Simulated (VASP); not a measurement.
Here is a VASP 6.6.1 calculation.

Contents of INCAR:

```
SYSTEM = TiSi2
  PREC = Accurate
  ENCUT = 520
  EDIFF = 1E-6
  ISMEAR = 0
  SIGMA = 0.1
  LREAL = .False.
  LASPH = .True.
  NELM = 60
  ALGO = Normal
  ISIF = 2
  LWAVE = .False.
  LCHARG = .False.
  GGA = PS
  NBANDS = 29
  LUSENCCL = .False.
```

Contents of KPOINTS:

```
Automatic mesh
0
Gamma
  10 10 10
  0 0 0
```

POSCAR

```
TiSi2
1.0
    0.0000000000      4.0501506822      4.2055665925
    2.3570692621      0.0000000000      4.2055665925
    2.4031653631      4.0769772650     -0.0258352116
Ti Si
2 4
Direct
    0.7500000000      0.7500000000      0.7500000000
    0.5000000000      0.5000000000      0.5000000000
    0.0861670623      0.4138329377      0.0861670623
    0.4138329377      0.0861670623      0.4138329377
    0.1638329377      0.8361670623      0.1638329377
    0.8361670623      0.1638329377      0.8361670623
```

Potentials or basis: VASP PAW PBE potentials, release 64 (Ti_sv, Si).

Command:

```bash
$ cat potpaw_PBE.64/Ti_sv/POTCAR potpaw_PBE.64/Si/POTCAR > POTCAR
$ mpirun -np 1 vasp_std > vasp.out
```

Q: Predict the band gap on the k mesh.

A: Zero (bands 20 and 21 overlap by 1.92 eV).

Q: Estimate the pressure.

A: 2.5 GPa.

Forces on the atoms (eV/Å):
```
Ti  -0.045 -0.081  0.066
Ti   0.045  0.081 -0.066
Si  -0.021 -0.052  0.042
Si  -0.019 -0.023  0.008
Si   0.021  0.052 -0.042
Si   0.019  0.023 -0.008
```

Caveat: the cell differs from its parent crystal (biaxial strain in the a-b plane: -1.0 %); the PAW data sets were made with another functional, which shifts forces and pressure a little.
